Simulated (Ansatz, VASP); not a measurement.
One calculation of Pd, two programs

```
Pd
1.0
     3.07220    0.00000    0.00000
     0.00000    3.07220    0.00000
     0.00000    0.00000    3.07220
Pd
2
Direct
  0.00000 0.00000 0.00000
  0.50000 0.50000 0.50000
```

Alike in both runs: task single point; functional revPBE; k mesh 11 × 11 × 11; occupations fermi-dirac, width 0.05 eV; collinear spin.

```csv
,VASP,Ansatz
version,VASP 6.6.1,Ansatz 0.2.0
potentials or method,"VASP PAW PBE potentials, release 64 (Pd), cutoff 520 eV","plane waves (420 eV) with PAW, scalar-relativistic"
valence electrons in the cell,20,36
```

|  | VASP | Ansatz | Ansatz less VASP |
| --- | --- | --- | --- |
| pressure (GPa) | 15.4 | 15.8 | +0.38 |
| net moment per atom (μB) | 0.00 | 0.00 | 0.000 |

VASP's potentials were made for PBE, not for revPBE. VASP's potentials hold 20 valence electrons a cell and Ansatz's 36, so a difference there can come from the potentials and not from the codes. Ansatz's warnings: seeded moment not kept.
